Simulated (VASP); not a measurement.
Here is a VASP 6.6.1 calculation.

Contents of INCAR:

```
SYSTEM = HgTe
PREC = Accurate
ENCUT = 520
EDIFF = 1E-6
ISMEAR = 0
SIGMA = 0.15
LREAL = .FALSE.
LASPH = .TRUE.
NELM = 100
ALGO = Normal
ISIF = 2
LWAVE = .FALSE.
LCHARG = .FALSE.
GGA = PE
NBANDS = 16
```

KPOINTS

```
regular mesh
0
G
  14 14 14
  0 0 0
```

POSCAR

```
HgTe
1.0
    0.0000000000      3.3202050000      3.1267950000
    3.3202050000      0.0000000000      3.1267950000
    3.3202050000      3.3202050000      0.0000000000
Hg Te
1 1
Direct
    0.0000000000      0.0000000000      0.0000000000
    0.7500000000      0.7500000000      0.7500000000
```

Potentials or basis: VASP PAW PBE potentials, release 64 (Hg, Te).

Run with:

```console
$ cat potpaw_PBE.64/Hg/POTCAR potpaw_PBE.64/Te/POTCAR > POTCAR
$ mpirun -np 1 vasp_std > vasp.out
```

Problem. What does it give for the pressure?

Solution. 2.6 GPa.

Problem. Predict the band gap on the k mesh.

Solution. 0.12 eV (least direct gap 0.18 eV).

Stress tensor (GPa, compression positive):
```
2.38 0.00 0.00
0.00 2.38 0.00
0.00 0.00 3.08
```

Caveat: the cell differs from its parent crystal (strain +0.030 along x and y, -0.030 along z); the smearing spreads over this small gap; spin-orbit coupling is left out, which moves the levels of the heavy elements. A k mesh can miss the band edges.
